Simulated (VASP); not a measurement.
SiGe3, 4 atoms in the cell. It takes space group R3m (No. 160, trigonal). The conventional cell has a = 3.968 Å, b = 3.968 Å, c = 19.402 Å, α = 90.00°, β = 90.00°, γ = 120.00°. Within 3.2 Å of Si (site symmetry 3m) lie 4 Ge at 2.40 to 2.42 Å. Within 3.2 Å of Ge (site symmetry 3m) lie 4 Ge at 2.44 to 2.46 Å. Ge (site symmetry 3m) has 3 Si at 2.42 Å and 1 Ge at 2.46 Å within 3.2 Å. Ge (site symmetry 3m) has 1 Si at 2.40 Å and 3 Ge at 2.44 Å within 3.2 Å. 

* Program: VASP 6.6.1
* Task: single point
* Functional: r2SCAN
* Potentials or basis: VASP PAW PBE potentials, release 64 (Si, Ge_d)
* Cutoff: 520 eV
* k mesh: 8 × 8 × 8
* Occupations: gaussian, width 0.01 eV
* Spin: no spin polarisation
* Dipole correction: no
* Further INCAR settings: ALGO = Normal; EDIFF = 1e-06; NBANDS = 31

Potentials or basis: VASP PAW PBE potentials, release 64 (Si, Ge_d).

Command:

```bash
$ cat potpaw_PBE.64/Si/POTCAR potpaw_PBE.64/Ge_d/POTCAR > POTCAR
$ cp INCAR.step1 INCAR
$ mpirun -np 1 vasp_std > vasp.out
$ cp INCAR.step2 INCAR
$ mpirun -np 1 vasp_std > vasp.out
```

Hardware: 1 thread of AMD EPYC 9R45 96-Core Processor (Zen 5), with other jobs on the host.

Question: How long does it take, and how much memory?

Answer: Run time: 21 min on 1 thread of AMD EPYC 9R45 96-Core Processor (Zen 5), with other jobs on the host, peak memory 0.47 GiB. Counts: k points 65.
